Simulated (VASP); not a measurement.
## Cd2SO: single point with PBE

Cd2SO:

```xyz
4
Lattice="3.6508 0.0000 0.0000 0.0000 3.6508 0.0000 0.0000 0.0000 5.0329" Properties=species:S:1:pos:R:3 pbc="T T T"
O     0.0000    0.0000    0.0000
Cd    0.0000    0.0000    2.5164
Cd    1.8254    1.8254    0.0000
S     1.8254    1.8254    2.5164
```

* Program: VASP 6.6.1
* Task: single point
* Functional: PBE
* Potentials or basis: VASP PAW PBE potentials, release 64 (O, Cd, S)
* Cutoff: 600 eV
* k mesh: 4 × 4 × 4
* Occupations: fermi-dirac, width 0.02 eV
* Spin: non-collinear spin, zero start, spin-orbit coupling
* Starting moments: [[0.0, 0.0, 0.0], [0.0, 0.0, 0.0], [0.0, 0.0, 0.0], [0.0, 0.0, 0.0]] μB
* Dipole correction: no
* Further INCAR settings: ALGO = Normal; EDIFF = 1e-06; NBANDS = 50

* Pressure: 3.6 GPa
* Net moment: 0.00 μB per cell
* Valence electrons inside the program's atomic spheres: O 4.85; Cd 10.27, 10.20; S 3.79

Stress tensor (GPa, compression positive):
```
3.67 0.00 0.00
0.00 3.67 0.00
0.00 0.00 3.56
```

Moments on the atoms (μB; x, y, z):
```
O   0.00 0.00 0.00
Cd  0.00 0.00 0.00
Cd  0.00 0.00 0.00
S   0.00 0.00 0.00
```

Wall time 3.1 min on 1 thread of Intel(R) Xeon(R) Platinum 8259CL CPU @ 2.50GHz (Skylake/Cascade Lake), with other jobs on the host, peak memory 0.38 GiB.

Caveat: the k points lie up to 0.43 Å⁻¹ apart.
